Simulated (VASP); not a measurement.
MgO (kat): single point with LDA

The system is MgO (kat).

```xyz
2
Lattice="0.0000 2.1038 2.1038 2.1038 0.0000 2.1038 2.1038 2.1038 0.0000" Properties=species:S:1:pos:R:3 pbc="T T T"
Mg    0.0000    0.0000    0.0000
O     2.1038    2.1038    2.1038
```

This cell differs from its parent crystal: strained cell.

```yaml
Program: VASP 6.6.1
Task: single point
Functional: LDA
Potentials_or_basis: VASP PAW LDA potentials, release 64 (Mg, O)
Cutoff: 520 eV
k_mesh: 10 × 10 × 10
Occupations: gaussian, width 0.02 eV
Spin: no spin polarisation
```

```
Pressure               : -7.2 GPa
Band gap on the k mesh : 4.69 eV, direct
```

Levels at points of the mesh, in eV from the valence-band top:
| k point | band 1 | band 2 | band 3 | band 4 | band 5 | band 6 | band 7 | band 8 | band 9 |
| --- | --- | --- | --- | --- | --- | --- | --- | --- | --- |
| (0.00, 0.00, 0.00) | -17.02 | 0.00 | 0.00 | 0.00 | 4.69 | 15.54 | 15.54 | 15.54 | 19.58 |
| (0.50, 0.00, 0.00) | -15.66 | -4.71 | -0.67 | -0.67 | 7.75 | 12.44 | 16.03 | 16.03 | 20.60 |
| (0.50, 0.50, 0.00) | -15.39 | -4.17 | -1.38 | -1.38 | 8.89 | 9.74 | 12.93 | 18.68 | 18.68 |

It took 15 s on 1 thread of Intel Xeon 6975P-C, with other jobs on the host, peak memory 0.13 GiB.

Caveat: the cell differs from its parent crystal (strained cell).
